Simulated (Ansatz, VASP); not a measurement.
# Two plane-wave programs on Mg

The input INCAR:

```
ALGO = Normal ; EDIFF = 1E-6
ENCUT = 520 ; GGA = PS
ISIF = 2 ; ISMEAR = -1
LASPH = True ; LCHARG = False
LREAL = False ; LWAVE = False
NBANDS = 12 ; NELM = 60
PREC = Accurate ; SIGMA = 0.1
```

File KPOINTS:

```
k-points
0
Gamma
  13 13 4
```

POSCAR

```
Mg
1.0
    3.0438745774      0.0000000000      0.0000000000
   -1.5219372887      2.6360727100      0.0000000000
    0.0000000000      0.0000000000      9.8996925032
Mg
4
Direct
    0.0000000000      1.0000000000      0.0000000000
    0.0000000000      0.0000000000      0.5000000000
    0.3333333333      0.6666666667      0.2500000000
    0.6666666667      0.3333333333      0.7500000000
```

Input for Ansatz:

```yaml
crystal:
  lattice:
    - [3.0438745774, 0.0, 0.0]
    - [-1.5219372887, 2.63607271, 0.0]
    - [0.0, 0.0, 9.8996925032]
  atoms:
    - { symbol: Mg, position: [0.0, 1.0, 0.0] }
    - { symbol: Mg, position: [0.0, 0.0, 0.5] }
    - { symbol: Mg, position: [0.3333333333, 0.6666666667, 0.25] }
    - { symbol: Mg, position: [0.6666666667, 0.3333333333, 0.75] }
hamiltonian:
  xc: pbesol
  pseudopotentials:
    kind: paw
    azcp:
      Mg: "pseudopotentials/Mg.paw.azcp"
basis:
  ecutwfc: 420
  fft_grid_basis: typed
kpoints:
  mp_grid: { grid: [13, 13, 4], shift: [0, 0, 0] }
magnetization:
  spin_polarized: false
scf:
  occupations: { method: fermi_dirac, width: 0.1 }
  lower_state_search: "off"
output:
  stress: true
  write_density: true
  write_potential: true
  elf: true
  volumetric_format: npy
```

Alike in both runs: task single point; functional PBEsol; k mesh 13 × 13 × 4; occupations fermi-dirac, width 0.1 eV; no spin polarisation.

|  | VASP | Ansatz |
| --- | --- | --- |
| version | VASP 6.6.1 | Ansatz 0.2.0 |
| potentials or method | VASP PAW PBE potentials, release 64 (Mg), cutoff 520 eV | plane waves (420 eV) with PAW, scalar-relativistic |
| valence electrons in the cell | 8 | 40 |

```tsv
	VASP	Ansatz	Ansatz less VASP
pressure (GPa)	6.2	6.2	-0.02
traceless stress, the component that is largest in VASP (GPa)	-0.13	-0.13	+0.004
```

VASP's potentials were made for PBE, not for PBEsol, and Ansatz warns of the same on its side. With one functional, cell and mesh, what is left measures potentials, basis and numerics. VASP's potentials hold 8 valence electrons a cell and Ansatz's 40, so a difference there can come from the potentials and not from the codes.
